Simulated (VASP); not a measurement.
Write the native input for VASP 6.6.1 that does the following.

* Task: single point
* Functional: r2SCAN
* Potentials or basis: VASP PAW PBE potentials, release 64 (Ir_sv_GW, Ti_sv, Ba_sv)
* Cutoff: 620 eV
* k mesh: 7 × 7 × 7
* Occupations: fermi-dirac, width 0.1 eV
* Spin: no spin polarisation
* Dipole correction: no
* Further INCAR settings: ALGO = Normal; EDIFF = 1e-06; NBANDS = 42

BaTi2Ir2:

```xyz
5
Lattice="0.0000 4.0206 0.0000 4.0206 0.0000 0.0000 2.0103 2.0103 -5.7102" Properties=species:S:1:pos:R:3 pbc="T T T"
Ir    2.0103    4.0206   -2.8551
Ir    4.0206    2.0103   -2.8551
Ti    2.0103    2.0103   -1.4750
Ti    4.0206    4.0206   -4.2352
Ba    0.0000    0.0000    0.0000
```

The input as run:

POSCAR

```
BaTi2Ir2
1.0
    0.0000000000      4.0205882895      0.0000001656
    4.0205882895      0.0000000000      0.0000001656
    2.0102943799      2.0102943799     -5.7102337412
Ir Ti Ba
2 2 1
Direct
    0.7500000000      0.2500000000      0.5000000000
    0.2500000000      0.7500000000      0.5000000000
    0.3708472653      0.3708472653      0.2583054695
    0.6291527347      0.6291527347      0.7416945305
    0.0000000000      0.0000000000      0.0000000000
```

INCAR.step1

```
PREC = Accurate ; ENCUT = 620
ISMEAR = -1 ; SIGMA = 0.1
LREAL = F ; LASPH = T
NELM = 120 ; NBANDS = 42
GGA = PE ; ALGO = Normal
EDIFF = 1E-5 ; LWAVE = T
LCHARG = F ; GGA_COMPAT = F
```

INCAR.step2

```
PREC = Accurate ; ENCUT = 620
EDIFF = 1E-6 ; ISMEAR = -1
SIGMA = 0.1 ; LREAL = F
LASPH = T ; NELM = 120
ALGO = Normal ; ISIF = 2
LWAVE = F ; LCHARG = F
METAGGA = R2SCAN ; LMIXTAU = T
NBANDS = 42 ; ISTART = 1
GGA_COMPAT = F
```

KPOINTS

```
regular mesh
0
Gamma
  7 7 7
```

Potentials or basis: VASP PAW PBE potentials, release 64 (Ir_sv_GW, Ti_sv, Ba_sv).

Launch:

```bash
$ cat potpaw_PBE.64/Ir_sv_GW/POTCAR potpaw_PBE.64/Ti_sv/POTCAR potpaw_PBE.64/Ba_sv/POTCAR > POTCAR
$ cp INCAR.step1 INCAR
$ mpirun -np 1 vasp_std > vasp.out
$ cp INCAR.step2 INCAR
$ mpirun -np 1 vasp_std > vasp.out
```

Results of the run:

```
Pressure               : 20.8 GPa
Largest force          : 0.025 eV/Å
Band gap on the k mesh : zero (bands 34 and 35 overlap by 0.95 eV)
```

Caveat: the cell stands under pressure; the PAW data sets were made with another functional, which shifts forces and pressure a little; spin-orbit coupling is left out, which moves the levels of the heavy elements.

Wall time 8.7 min on 1 thread of Intel(R) Xeon(R) 6975P-C (Granite Rapids), on a shared host, peak memory 0.42 GiB.
